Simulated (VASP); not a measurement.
# NaGa2 (P6/mmm) in VASP: notebook, part 4 of 4

VASP 6.6.1.

### Step 5. Relaxation of cell and atoms, PBE

Contents of INCAR:

```
PREC = Accurate
ENCUT = 600
EDIFF = 1E-7
ISMEAR = 0
SIGMA = 0.1
LREAL = F
LASPH = T
NELM = 60
ALGO = Fast
ISIF = 3
LWAVE = F
LCHARG = F
GGA = PE
IBRION = 2
NSW = 100
EDIFFG = -0.01
```

Contents of KPOINTS:

```
regular mesh
0
Gamma
  12 12 14
```

Contents of POSCAR:

```
NaGa2
1.0
    4.5253561044      0.0000000000      0.0000000000
   -2.2626780522      3.9190733476      0.0000000000
    0.0000000000      0.0000000000      3.5839838018
Na Ga
1 2
Direct
    0.0000000000      0.0000000000      0.0000000000
    0.3333333333      0.6666666667      0.5000000000
    0.6666666667      0.3333333333      0.5000000000
```

Potentials or basis: VASP PAW PBE potentials, release 64 (Na_pv, Ga_d).

Started as:

```console
$ cat potpaw_PBE.64/Na_pv/POTCAR potpaw_PBE.64/Ga_d/POTCAR > POTCAR
$ mpirun -np 1 vasp_std > vasp.out
```

OUTCAR:

```text
PREC = Accurate
   ENCUT = 600
   EDIFF = 1E-7
   ISMEAR = 0
   LREAL = F
   LASPH = T
   NELM = 60
   ISIF = 3
   GGA = PE
   IBRION = 2
   NSW = 100
   EDIFFG = -0.01

 ion  position               nearest neighbor table
   1  0.000  0.000  0.000-
   2  0.333  0.667  0.500-   3 2.61   3 2.61   3 2.61
   3  0.667  0.333  0.500-   2 2.61   2 2.61   2 2.61

  LATTYP: Found a hexagonal cell.
 ALAT       =     4.5253561044
 C/A-ratio  =     0.7919782928

  Lattice vectors:

 A1 = (   4.5253561044,   0.0000000000,   0.0000000000)
 A2 = (  -2.2626780522,   3.9190733476,   0.0000000000)
 A3 = (   0.0000000000,   0.0000000000,   3.5839838018)

Analysis of symmetry for initial positions (statically):
=====================================================================
 Subroutine PRICEL returns:
 Original cell was already a primitive cell.

 Routine SETGRP: Setting up the symmetry group for a
 hexagonal supercell.

 Subroutine GETGRP returns: Found 24 space group operations
 (whereof 24 operations were pure point group operations)
 out of a pool of 24 trial point group operations.

The static configuration has the point symmetry D_6h.

Analysis of symmetry for dynamics (positions and initial velocities):
=====================================================================
 Subroutine PRICEL returns:
 Original cell was already a primitive cell.

 Routine SETGRP: Setting up the symmetry group for a
 hexagonal supercell.

 Subroutine GETGRP returns: Found 24 space group operations
 (whereof 24 operations were pure point group operations)
 out of a pool of 24 trial point group operations.

The dynamic configuration has the point symmetry D_6h.

 Subroutine INISYM returns: Found 24 space group operations
 (whereof 24 operations are pure point group operations),
 and found     1 'primitive' translations

----------------------------------------------------------------------------------------

                                     Primitive cell

  volume of cell :      63.5627

  direct lattice vectors                    reciprocal lattice vectors
     4.525356104  0.000000000  0.000000000     0.220977085  0.127581179  0.000000000
    -2.262678052  3.919073348  0.000000000     0.000000000  0.255162359  0.000000000
     0.000000000  0.000000000  3.583983802     0.000000000  0.000000000  0.279019118

  length of vectors
     4.525356104  4.525356104  3.583983802     0.255162359  0.255162359  0.279019118

  position of ions in fractional coordinates (direct lattice)
     0.000000000  0.000000000  0.000000000
     0.333333333  0.666666667  0.500000000
     0.666666667  0.333333333  0.500000000

  ion indices of the primitive-cell ions
   primitive index   ion index
                 1           1
                 2           2
                 3           3

----------------------------------------------------------------------------------------

 KPOINTS: regular mesh

Automatic generation of k-mesh.
 Grid dimensions read from file:
[... 26 lines left out ...]
  0.333333  0.000000  0.000000      6.000000
  0.416667 -0.000000  0.000000      6.000000
[... 16 lines left out ...]
  0.250000  0.000000  0.071429     12.000000
  0.333333  0.000000  0.071429     12.000000
 [... further k-points ...]
   k-points           NKPTS =    152   k-points in BZ     NKDIM =    152   number of bands    NBANDS=     20
   number of dos      NEDOS =    301   number of ions     NIONS =      3
   total plane-waves  NPLWV =  38880
   dimension x,y,z NGX =    36 NGY =   36 NGZ =   30
   dimension x,y,z NGXF=    72 NGYF=   72 NGZF=   60
   ions per type =               1   2
   NGX,Y,Z   is equivalent  to a cutoff of  13.23, 13.23, 13.92 a.u.
   NGXF,Y,Z  is equivalent  to a cutoff of  26.45, 26.45, 27.83 a.u.
 SYSTEM =  unknown system
   PREC   = accura    normal or accurate (medium, high low for compatibility)
   ISTART =      0    job   : 0-new  1-cont  2-samecut
   ICHARG =      2    charge: 1-file 2-atom 10-const
   ISPIN  =      1    spin polarized calculation?
   LNONCOLLINEAR =      F non collinear calculations
   LSORBIT =      F    spin-orbit coupling
   LASPH  =      T    aspherical Exc in radial PAW
   ENCUT  =  600.0 eV  44.10 Ry    6.64 a.u.   9.04  9.04  7.16*2*pi/ulx,y,z
   NELM   =     60;   NELMIN=  2; NELMDL= -5     # of ELM steps
   EDIFF  = 0.1E-06   stopping-criterion for ELM
   LREAL  =      F    real-space projection
   EDIFFG = -.1E-01   stopping-criterion for IOM
   NSW    =    100    number of steps for IOM
   IBRION =      2    ionic relax: 0-MD 1-quasi-New 2-CG
   NFREE  =      1    steps in history (QN), initial steepest desc. (CG)
   ISIF   =      3    stress and relaxation
   ISYM   =      2    0-nonsym 1-usesym 2-fastsym
   POTIM  = 0.5000    time-step for ionic-motion
   TEBEG  =    0.0;   TEEND  =   0.0 temperature during run
   PSTRESS=    0.0 pullay stress
   NELECT =      33.0000    total number of electrons
   NUPDOWN=      -1.0000    fix difference up-down
   EMIN   =  10.00;   EMAX   =-10.00  energy-range for DOS
   EFERMI =   0.00;   METHOD = LEGACY
   ISMEAR =     0;   SIGMA  =   0.10  broadening in eV -4-tet -1-fermi 0-gaus
   EFERMI_NEDOS =   21; number of points for ismear=-14 and -15
   IALGO  =     68    algorithm
   IMIX   =      4    mixing-type and parameters
     AMIX     =   0.40;   BMIX     =  1.00
     AMIX_MAG =   1.60;   BMIX_MAG =  1.00
  volume/ion in A,a.u.               =      21.19       142.98
  Fermi-wavevector in a.u.,A,eV,Ry     =   1.315766  2.486438 23.554962  1.731241
  Thomas-Fermi vector in A             =   2.445926
   LORBIT       =      0    0 simple, 1 ext, 2 COOP (PROOUT), +10 PAW based schemes
   GGA     = PE    functional components
   LHFCALC =     F    Hartree Fock is set to
   AEXX    =    0.0000 exact exchange contribution
   IVDW    =     0    specifies the selected vdW correction
   LEPSILON=     F    determine dielectric tensor
   LRPA    =     F    only Hartree local field effects (RPA)
 conjugate gradient relaxation of ions
 non-spin polarized calculation
 RMM-DIIS sequential band-by-band and
 Gauss-broadening in eV      SIGMA  =   0.10
  energy-cutoff  :      600.00
  volume of cell :       63.56
 maximum number of plane-waves:      2154
   NGX = 19   NGY = 19   NGZ = 15

--------------------------------------- Ionic step        1  -------------------------------------------

 number of electron      33.0000000 magnetization

 Free energy of the ion-electron system (eV)
  ---------------------------------------------------
  ext. energy  EPLUGINS =         0.00000000
  ---------------------------------------------------
  free energy    TOTEN  =        -7.48966380 eV

  energy without entropy =       -7.48531549  energy(sigma->0) =       -7.48748965

------------------------ aborting loop because EDIFF is reached ----------------------------------------

  FORCE on cell =-STRESS in cart. coord.  units (eV):
  Direction    XX          YY          ZZ          XY          YZ          ZX
  --------------------------------------------------------------------------------------
  -------------------------------------------------------------------------------------
  Total       -0.0376105     -0.0376105      0.1313031      0.0000000      0.0000000     -0.0000000
  in kB       -0.9480201     -0.9480201      3.3096598      0.0000000      0.0000000     -0.0000000
  external PRESSURE =       0.4712065 kB  Pullay stress =       0.0000000 kB
[... 209 lines left out ...]
--------------------------------------- Ionic step        7  -------------------------------------------

 number of electron      33.0000005 magnetization

 Free energy of the ion-electron system (eV)
  ---------------------------------------------------
  ext. energy  EPLUGINS =         0.00000000
  ---------------------------------------------------
  free energy    TOTEN  =        -7.49084246 eV

  energy without entropy =       -7.48587360  energy(sigma->0) =       -7.48835803

 E-fermi :   3.4140     XC(G=0):  -9.5299

 val. band max:        3.4100978459   @ k =   0.1667  -0.0000   0.2857
 cond. band min:       3.4152444102   @ k =   0.1667   0.0833   0.5000
 fundamental gap:      0.0051465643
 Fermi energy:         3.4140041457

 k-point     1 :       0.0000    0.0000    0.0000
  band No.  band energies     occupation
      1     -20.7393      2.00000
      2     -20.7346      2.00000
      3     -20.7346      2.00000
      4     -11.4905      2.00000
      5     -11.3757      2.00000
      6     -11.3757      2.00000
[... 541 lines left out ...]
     19       8.9366      0.00000
     20       9.3538      0.00000

 [... further k-points ...]

------------------------ aborting loop because EDIFF is reached ----------------------------------------

  FORCE on cell =-STRESS in cart. coord.  units (eV):
  Direction    XX          YY          ZZ          XY          YZ          ZX
  --------------------------------------------------------------------------------------
  -------------------------------------------------------------------------------------
  Total       -0.0103117     -0.0103117     -0.0070594      0.0000000      0.0000000      0.0000000
  in kB       -0.2570223     -0.2570223     -0.1759577      0.0000000      0.0000000      0.0000000
  external PRESSURE =      -0.2300008 kB  Pullay stress =       0.0000000 kB
[... 18 lines left out ...]
  FREE ENERGIE OF THE ION-ELECTRON SYSTEM (eV)
  ---------------------------------------------------
  free  energy   TOTEN  =        -7.4908424601 eV

  energy  without entropy=       -7.4858736047  energy(sigma->0) =       -7.48835803

 reached required accuracy - stopping structural energy minimisation
```

Wall time 6.3 min (1 thread of Intel Xeon 6975P-C (Granite Rapids), shared host); peak memory 0.35 GiB.

What came out:

- Free energy: -7.4908 eV
- Relaxed volume: 21.43 Å³/atom
- Relaxed cell: a = 4.510 Å, b = 4.510 Å, c = 3.649 Å, α = 90.00°, β = 90.00°, γ = 120.00°
- Space group after relaxing (to 0.1 Å): P6/mmm (No. 191)
- Energy gained by relaxing: 0.4 meV/atom
- Ionic steps: 7
- Pressure after relaxing: 0.0 GPa
- Band gap on the k mesh: zero (an odd number of electrons rules out a gap without spin polarisation)

Step by step:
| step | energy change (eV) | largest force (eV/Å) | pressure (GPa) | volume (Å³) |
| --- | --- | --- | --- | --- |
| 1 | 0.0000 | 0.0000 | 0.05 | 63.56 |
| 2 | -0.0003 | 0.0000 | 0.05 | 63.62 |
| 3 | -0.0009 | 0.0000 | 0.09 | 63.79 |
| 4 | -0.0010 | 0.0000 | 0.18 | 64.12 |
| 5 | -0.0011 | 0.0000 | 0.14 | 63.98 |
| 6 | -0.0011 | 0.0000 | -0.10 | 64.46 |
| 7 | -0.0012 | 0.0000 | -0.02 | 64.28 |

Final structure:
```cif
data_structure
_symmetry_space_group_name_H-M 'P 1'
_symmetry_Int_Tables_number 1
_cell_length_a 4.5098
_cell_length_b 4.5098
_cell_length_c 3.6494
_cell_angle_alpha 90.000
_cell_angle_beta 90.000
_cell_angle_gamma 120.000
_cell_volume 64.28
loop_
_atom_site_label
_atom_site_type_symbol
_atom_site_fract_x
_atom_site_fract_y
_atom_site_fract_z
_atom_site_occupancy
Na1 Na 0.00000 0.00000 0.00000 1
Ga1 Ga 0.33333 0.66667 0.50000 1
Ga2 Ga 0.66667 0.33333 0.50000 1
```

### Step 6. Summary

```tsv
task	cell	k mesh	cutoff (eV)	gap on the mesh (eV)	pressure (GPa)	relaxed volume (Å³/atom)
single point	a = 4.525, b = 4.525, c = 3.584 Å, angles 90.0, 90.0, 120.0°, 3 atoms	12 × 12 × 12	520	none	0.1	-
single point	a = 4.504, b = 4.504, c = 3.657 Å, angles 90.0, 90.0, 120.0°, 3 atoms	12 × 12 × 14	520	none	0.1	-
relaxation of cell and atoms	relaxed from a = 4.358, b = 4.358, c = 4.173 Å, angles 90.0, 90.0, 120.0°, 3 atoms	12 × 12 × 12	600	none	0.0	21.22
relaxation of cell and atoms	relaxed from a = 4.525, b = 4.525, c = 3.584 Å, angles 90.0, 90.0, 120.0°, 3 atoms	12 × 12 × 14	600	none	0.0	21.43
```

Alike in all rows: level PBE; potentials or basis VASP PAW PBE potentials, release 64 (Na_pv, Ga_d); no spin polarisation; smearing gaussian 0.1 eV.

Total energies depend on the potentials used, so only differences within one code and one set of settings carry meaning.

The gap in the log of VASP goes by the Fermi energy; the results here count the filled bands.